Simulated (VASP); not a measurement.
# Mg2Si3N3 (Cmm2) in VASP: a series of runs

Mg2Si3N3 is run at these levels: PBE; tasks: single point, relaxation of cell and atoms.

Everything below comes from runs of VASP 6.6.1. Logs are shortened: lines on timing, memory, paths and dates and some standing lists are left out, and cuts for length are marked.

## Step 1: The cell of the first run

Symmetry: Cmm2, No. 35, orthorhombic system. Conventional cell: a = 5.934 Å, b = 6.797 Å, c = 5.568 Å, α = 90.00°, β = 90.00°, γ = 90.00°. Within 3.1 Å of Mg (site symmetry m) lie 3 N at 2.09 to 2.82 Å and 3 Si at 2.50 to 3.09 Å and 2 Mg at 2.95 to 2.98 Å. Si (site symmetry m) has 3 N at 1.78 to 1.82 Å and 1 Si at 2.29 Å within 2.4 Å. Within 3.0 Å of Si (site symmetry mm2) lie 2 Si at 2.29 Å and 2 Mg at 2.50 Å and 2 N at 2.99 Å. Within 2.4 Å of N (site symmetry mm2) lie 2 Si at 1.78 Å. Within 2.4 Å of N (site symmetry 2) lie 2 Si at 1.82 Å and 2 Mg at 2.09 Å.

## Step 2: Single point, PBE

File INCAR:

```
PREC = Accurate
ENCUT = 600
EDIFF = 1E-6
ISMEAR = 0
SIGMA = 0.1
LREAL = False
LASPH = True
NELM = 120
ALGO = Normal
ISIF = 2
LWAVE = False
LCHARG = False
GGA = PE
NBANDS = 26
GGA_COMPAT = False
```

File KPOINTS:

```
regular mesh
0
Gamma
  4 4 4
```

File POSCAR:

```
Mg2Si3N3
1.0
    2.9668040161     -3.3987123551      0.0000000000
    2.9668040161      3.3987123551      0.0000000000
    0.0000000000      0.0000000000      5.5680548275
Mg Si N
2 3 3
Direct
    0.7509988078      0.7509988078      0.6812016176
    0.2490011922      0.2490011922      0.6812016176
    0.7231645090      0.2768354910      0.2783554346
    0.0000000000      0.0000000000      0.0430399235
    0.2768354910      0.7231645090      0.2783554346
    0.5000000000      0.5000000000      0.1103728691
    0.0000000000      0.5000000000      0.4637365515
    0.5000000000      0.0000000000      0.4637365515
```

Potentials or basis: VASP PAW PBE potentials, release 64 (Mg, Si, N).

Started as:

```bash
cat potpaw_PBE.64/Mg/POTCAR potpaw_PBE.64/Si/POTCAR potpaw_PBE.64/N/POTCAR > POTCAR
mpirun -np 1 vasp_std > vasp.out
```

OUTCAR:

```text
PREC = Accurate
   ENCUT = 600
   EDIFF = 1E-6
   ISMEAR = 0
   LREAL = False
   LASPH = True
   NELM = 120
   ISIF = 2
   GGA = PE

 ion  position               nearest neighbor table
   1  0.751  0.751  0.681-   7 2.09   8 2.09   4 2.50   2 2.95   2 2.98   5 3.09   3 3.09   3 3.28
                             5 3.28   2 3.40   2 3.40
   2  0.249  0.249  0.681-   7 2.09   8 2.09   4 2.50   1 2.95   1 2.98   3 3.09   5 3.09   5 3.28
                             3 3.28   1 3.40   1 3.40
   3  0.723  0.277  0.278-   6 1.78   7 1.82   8 1.82   4 2.29   5 2.99   5 2.99   5 3.03   1 3.09
                             2 3.09   1 3.28   2 3.28
   4  0.000  0.000  0.043-   3 2.29   5 2.29   1 2.50   2 2.50
   5  0.277  0.723  0.278-   6 1.78   7 1.82   8 1.82   4 2.29   3 2.99   3 2.99   3 3.03   1 3.09
                             2 3.09   1 3.28   2 3.28
   6  0.500  0.500  0.110-   3 1.78   5 1.78
   7  0.000  0.500  0.464-   3 1.82   5 1.82   1 2.09   2 2.09
   8  0.500  0.000  0.464-   3 1.82   5 1.82   1 2.09   2 2.09

  LATTYP: Found a base centered orthorhombic cell.
 ALAT       =     5.9336080322
 B/A-ratio  =     1.1455803405
 C/A-ratio  =     0.9383927616

  Lattice vectors:

 A1 = (   2.9668040161,  -3.3987123551,   0.0000000000)
 A2 = (   2.9668040161,   3.3987123551,   0.0000000000)
 A3 = (   0.0000000000,   0.0000000000,   5.5680548275)

Analysis of symmetry for initial positions (statically):
=====================================================================
 Subroutine PRICEL returns:
 Original cell was already a primitive cell.

 Routine SETGRP: Setting up the symmetry group for a
 base centered orthorhombic supercell.

 Subroutine GETGRP returns: Found  4 space group operations
 (whereof  4 operations were pure point group operations)
 out of a pool of  8 trial point group operations.

The static configuration has the point symmetry C_2v.

Analysis of symmetry for dynamics (positions and initial velocities):
=====================================================================
 Subroutine PRICEL returns:
 Original cell was already a primitive cell.

 Routine SETGRP: Setting up the symmetry group for a
 base centered orthorhombic supercell.

 Subroutine GETGRP returns: Found  4 space group operations
 (whereof  4 operations were pure point group operations)
 out of a pool of  8 trial point group operations.

The dynamic configuration has the point symmetry C_2v.

 Subroutine INISYM returns: Found  4 space group operations
 (whereof  4 operations are pure point group operations),
 and found     1 'primitive' translations

----------------------------------------------------------------------------------------

                                     Primitive cell

  volume of cell :     112.2889

  direct lattice vectors                    reciprocal lattice vectors
     2.966804016 -3.398712355  0.000000000     0.168531523 -0.147114539  0.000000000
     2.966804016  3.398712355  0.000000000     0.168531523  0.147114539  0.000000000
     0.000000000  0.000000000  5.568054828     0.000000000  0.000000000  0.179595933

  length of vectors
     4.511448963  4.511448963  5.568054828     0.223708654  0.223708654  0.179595933

  position of ions in fractional coordinates (direct lattice)
     0.750998808  0.750998808  0.681201618
     0.249001192  0.249001192  0.681201618
     0.723164509  0.276835491  0.278355435
     0.000000000  0.000000000  0.043039923
     0.276835491  0.723164509  0.278355435
     0.500000000  0.500000000  0.110372869
     0.000000000  0.500000000  0.463736551
     0.500000000  0.000000000  0.463736551

  ion indices of the primitive-cell ions
   primitive index   ion index
                 1           1
                 2           2
                 3           3
                 4           4
                 5           5
                 6           6
                 7           7
                 8           8

----------------------------------------------------------------------------------------

 KPOINTS: regular mesh

Automatic generation of k-mesh.
 Grid dimensions read from file:
 generate k-points for:    4    4    4

 Generating k-lattice:

  Cartesian coordinates                     Fractional coordinates (reciprocal lattice)
     0.042132881 -0.036778635  0.000000000     0.250000000  0.000000000  0.000000000
     0.042132881  0.036778635  0.000000000     0.000000000  0.250000000  0.000000000
     0.000000000  0.000000000  0.044898983     0.000000000  0.000000000  0.250000000

  Length of vectors
     0.055927163  0.055927163  0.044898983

  Shift w.r.t. Gamma in fractional coordinates (k-lattice)
     0.000000000  0.000000000  0.000000000

 Subroutine IBZKPT returns following result:
 ===========================================

 Found     21 irreducible k-points:

 Following reciprocal coordinates:
            Coordinates               Weight
  0.000000  0.000000  0.000000      1.000000
  0.250000  0.000000  0.000000      4.000000
  0.500000  0.000000  0.000000      2.000000
  0.250000  0.250000  0.000000      2.000000
  0.500000  0.250000  0.000000      4.000000
 -0.250000  0.250000  0.000000      2.000000
[... 13 lines left out ...]
 -0.250000  0.250000  0.500000      2.000000
  0.500000  0.500000  0.500000      1.000000
   k-points           NKPTS =     21   k-points in BZ     NKDIM =     21   number of bands    NBANDS=     26
   number of dos      NEDOS =    301   number of ions     NIONS =      8
   total plane-waves  NPLWV =  62208
   dimension x,y,z NGX =    36 NGY =   36 NGZ =   48
   dimension x,y,z NGXF=    72 NGYF=   72 NGZF=   96
   ions per type =               2   3   3
   NGX,Y,Z   is equivalent  to a cutoff of  13.27, 13.27, 14.33 a.u.
   NGXF,Y,Z  is equivalent  to a cutoff of  26.53, 26.53, 28.66 a.u.
 SYSTEM =  unknown system
   PREC   = accura    normal or accurate (medium, high low for compatibility)
   ISTART =      0    job   : 0-new  1-cont  2-samecut
   ICHARG =      2    charge: 1-file 2-atom 10-const
   ISPIN  =      1    spin polarized calculation?
   LNONCOLLINEAR =      F non collinear calculations
   LSORBIT =      F    spin-orbit coupling
   LASPH  =      T    aspherical Exc in radial PAW
   ENCUT  =  600.0 eV  44.10 Ry    6.64 a.u.   9.01  9.01 11.12*2*pi/ulx,y,z
   NELM   =    120;   NELMIN=  2; NELMDL= -5     # of ELM steps
   EDIFF  = 0.1E-05   stopping-criterion for ELM
   LREAL  =      F    real-space projection
   EDIFFG = 0.1E-04   stopping-criterion for IOM
   NSW    =      0    number of steps for IOM
   IBRION =     -1    ionic relax: 0-MD 1-quasi-New 2-CG
   NFREE  =      0    steps in history (QN), initial steepest desc. (CG)
   ISIF   =      2    stress and relaxation
   ISYM   =      2    0-nonsym 1-usesym 2-fastsym
   POTIM  = 0.5000    time-step for ionic-motion
   TEBEG  =    0.0;   TEEND  =   0.0 temperature during run
   PSTRESS=    0.0 pullay stress
   NELECT =      31.0000    total number of electrons
   NUPDOWN=      -1.0000    fix difference up-down
   EMIN   =  10.00;   EMAX   =-10.00  energy-range for DOS
   EFERMI =   0.00;   METHOD = LEGACY
   ISMEAR =     0;   SIGMA  =   0.10  broadening in eV -4-tet -1-fermi 0-gaus
   EFERMI_NEDOS =   21; number of points for ismear=-14 and -15
   IALGO  =     38    algorithm
   IMIX   =      4    mixing-type and parameters
     AMIX     =   0.40;   BMIX     =  1.00
     AMIX_MAG =   1.60;   BMIX_MAG =  1.00
  volume/ion in A,a.u.               =      14.04        94.72
  Fermi-wavevector in a.u.,A,eV,Ry     =   1.065982  2.014414 15.460535  1.136317
  Thomas-Fermi vector in A             =   2.201551
   LORBIT       =      0    0 simple, 1 ext, 2 COOP (PROOUT), +10 PAW based schemes
   GGA     = PE    functional components
   LHFCALC =     F    Hartree Fock is set to
   AEXX    =    0.0000 exact exchange contribution
   IVDW    =     0    specifies the selected vdW correction
   LEPSILON=     F    determine dielectric tensor
   LRPA    =     F    only Hartree local field effects (RPA)
 non-spin polarized calculation
 Gauss-broadening in eV      SIGMA  =   0.10
  energy-cutoff  :      600.00
  volume of cell :      112.29
 maximum number of plane-waves:      3776
   NGX = 19   NGY = 19   NGZ = 23

 number of electron      31.0000002 magnetization

 Free energy of the ion-electron system (eV)
  ---------------------------------------------------
  ext. energy  EPLUGINS =         0.00000000
  ---------------------------------------------------
  free energy    TOTEN  =       -47.33445690 eV

  energy without entropy =      -47.32034631  energy(sigma->0) =      -47.32740160

 E-fermi :   6.0628     XC(G=0):  -9.8728

 val. band max:        6.0600258602   @ k =   0.5000   0.2500   0.0000
 cond. band min:       6.1202593589   @ k =   0.5000   0.2500   0.2500
 fundamental gap:      0.0602334986
 Fermi energy:         6.0627628344

 k-point     1 :       0.0000    0.0000    0.0000
  band No.  band energies     occupation
      1     -11.3819      2.00000
      2      -9.1909      2.00000
      3      -9.0359      2.00000
      4      -3.4455      2.00000
      5      -2.6707      2.00000
      6      -0.9038      2.00000
[... 18 lines left out ...]
     25      12.8819      0.00000
     26      13.9557      0.00000

 k-point     2 :       0.2500    0.0000    0.0000
  band No.  band energies     occupation
      1     -11.1355      2.00000
      2      -9.5479      2.00000
      3      -9.0359      2.00000
      4      -3.4881      2.00000
      5      -2.1815      2.00000
      6      -0.7530      2.00000
[... 18 lines left out ...]
     25      13.0546      0.00000
     26      13.5426      0.00000

 k-point     3 :       0.5000    0.0000    0.0000
  band No.  band energies     occupation
      1     -10.6579      2.00000
      2     -10.1497      2.00000
      3      -9.0157      2.00000
      4      -3.4700      2.00000
      5      -1.1764      2.00000
      6      -1.1674      2.00000
[... 18 lines left out ...]
     25      12.4792      0.00000
     26      12.7238      0.00000

 k-point     4 :       0.2500    0.2500    0.0000
  band No.  band energies     occupation
      1     -10.7782      2.00000
      2      -9.9408      2.00000
      3      -9.0942      2.00000
      4      -3.0370      2.00000
      5      -2.3299      2.00000
      6      -1.2718      2.00000
[... 18 lines left out ...]
     25      12.7774      0.00000
     26      13.3140      0.00000

 k-point     5 :       0.5000    0.2500    0.0000
  band No.  band energies     occupation
      1     -10.5795      2.00000
      2      -9.9960      2.00000
      3      -9.1779      2.00000
      4      -3.6294      2.00000
      5      -1.9870      2.00000
      6      -1.7991      2.00000
[... 18 lines left out ...]
     25      12.7081      0.00000
     26      12.9504      0.00000

 k-point     6 :      -0.2500    0.2500    0.0000
  band No.  band energies     occupation
      1     -11.0357      2.00000
      2      -9.3461      2.00000
      3      -9.2677      2.00000
      4      -4.0109      2.00000
      5      -1.9333      2.00000
      6      -1.1649      2.00000
[... 340 lines left out ...]
 k-point    18 :       0.2500    0.2500    0.5000
  band No.  band energies     occupation
      1     -10.7341      2.00000
      2      -9.9324      2.00000
      3      -9.1431      2.00000
      4      -3.1619      2.00000
      5      -2.4101      2.00000
      6      -1.4659      2.00000
[... 18 lines left out ...]
     25      12.5259      0.00000
     26      13.3093      0.00000

 k-point    19 :       0.5000    0.2500    0.5000
  band No.  band energies     occupation
      1     -10.5532      2.00000
      2      -9.9765      2.00000
      3      -9.2031      2.00000
      4      -3.6462      2.00000
      5      -2.2555      2.00000
      6      -1.8184      2.00000
[... 18 lines left out ...]
     25      12.2080      0.00000
     26      12.8908      0.00000

 k-point    20 :      -0.2500    0.2500    0.5000
  band No.  band energies     occupation
      1     -10.9961      2.00000
      2      -9.3399      2.00000
      3      -9.3080      2.00000
      4      -4.0762      2.00000
      5      -2.2954      2.00000
      6      -0.7656      2.00000
[... 18 lines left out ...]
     25      12.5806      0.00000
     26      13.5333      0.00000

 k-point    21 :       0.5000    0.5000    0.5000
  band No.  band energies     occupation
      1     -10.4825      2.00000
      2      -9.6845      2.00000
      3      -9.4823      2.00000
      4      -3.7470      2.00000
      5      -2.6049      2.00000
      6      -2.0471      2.00000
[... 18 lines left out ...]
     25      13.3246      0.00000
     26      13.3595      0.00000

------------------------ aborting loop because EDIFF is reached ----------------------------------------

  FORCE on cell =-STRESS in cart. coord.  units (eV):
  Direction    XX          YY          ZZ          XY          YZ          ZX
  --------------------------------------------------------------------------------------
  -------------------------------------------------------------------------------------
  Total       -0.2643425     -0.1135897     -0.0190820      0.0000000      0.0000000      0.0000000
  in kB       -3.7717313     -1.6207374     -0.2722689      0.0000000      0.0000000      0.0000000
  external PRESSURE =      -1.8882459 kB  Pullay stress =       0.0000000 kB

 VOLUME and BASIS-vectors are now :
 -----------------------------------------------------------------------------
  energy-cutoff  :      600.00
  volume of cell :      112.29
      direct lattice vectors                 reciprocal lattice vectors
     2.966804016 -3.398712355  0.000000000     0.168531523 -0.147114539  0.000000000
     2.966804016  3.398712355  0.000000000     0.168531523  0.147114539  0.000000000
     0.000000000  0.000000000  5.568054828     0.000000000  0.000000000  0.179595933

 POSITION                                       TOTAL-FORCE (eV/Angst)
 -----------------------------------------------------------------------------------
      4.45613      0.00000      3.79297         0.009105      0.000000     -0.028919
      1.47748      0.00000      3.79297        -0.009105      0.000000     -0.028919
      2.96680     -1.51694      1.54990         0.000000      0.005190      0.023315
      0.00000      0.00000      0.23965         0.000000      0.000000      0.022178
      2.96680      1.51694      1.54990         0.000000     -0.005190      0.023315
      2.96680      0.00000      0.61456         0.000000      0.000000      0.024159
      1.48340      1.69936      2.58211         0.000000      0.000000     -0.017565
      1.48340     -1.69936      2.58211         0.000000      0.000000     -0.017565
 -----------------------------------------------------------------------------------
    total drift:                                0.000000      0.000000      0.000278

  FREE ENERGIE OF THE ION-ELECTRON SYSTEM (eV)
  ---------------------------------------------------
  free  energy   TOTEN  =       -47.3344569003 eV

  energy  without entropy=      -47.3203463069  energy(sigma->0) =      -47.32740160
```

Wall time 28 s (1 thread of Intel Xeon 6975P-C (Granite Rapids), shared host); peak memory 0.27 GiB.

Results:

```
Free energy            : -47.3345 eV
Pressure               : -0.2 GPa
Largest force          : 0.030 eV/Å
Band gap on the k mesh : zero (an odd number of electrons rules out a gap without spin polarisation)
```

Forces on the atoms (eV/Å):
```
Mg   0.009  0.000 -0.029
Mg  -0.009  0.000 -0.029
Si   0.000  0.005  0.023
Si   0.000  0.000  0.022
Si   0.000 -0.005  0.023
N    0.000  0.000  0.024
N    0.000  0.000 -0.018
N    0.000  0.000 -0.018
```

Stress tensor (GPa, compression positive):
```
-0.38  0.00  0.00
 0.00 -0.16  0.00
 0.00  0.00 -0.03
```

Levels at points of the mesh, in eV from the Fermi level:
```
           k point  band 11  band 12  band 13  band 14  band 15  band 16  band 17  band 18  band 19  band 20
(0.00, 0.00, 0.00)    -4.15    -3.92    -2.85    -1.71    -1.67    -0.39     0.81     1.00     1.37     2.39
(0.50, 0.00, 0.00)    -4.05    -4.00    -2.75    -2.61    -1.80    -0.53     1.03     2.84     2.93     3.56
(0.50, 0.50, 0.00)    -3.98    -3.81    -2.96    -2.79    -2.64     0.52     1.46     2.81     3.13     3.75
(0.00, 0.00, 0.50)    -4.35    -4.09    -3.48    -3.23    -1.93     0.93     1.06     1.64     2.52     2.85
(0.50, 0.00, 0.50)    -4.39    -3.43    -2.66    -2.57    -1.77    -0.33     1.16     2.67     3.43     4.15
(0.50, 0.50, 0.50)    -3.27    -2.91    -2.78    -2.02    -1.47     0.53     0.93     1.02     3.31     3.51
```

(Part 1 of 2 ends here.)
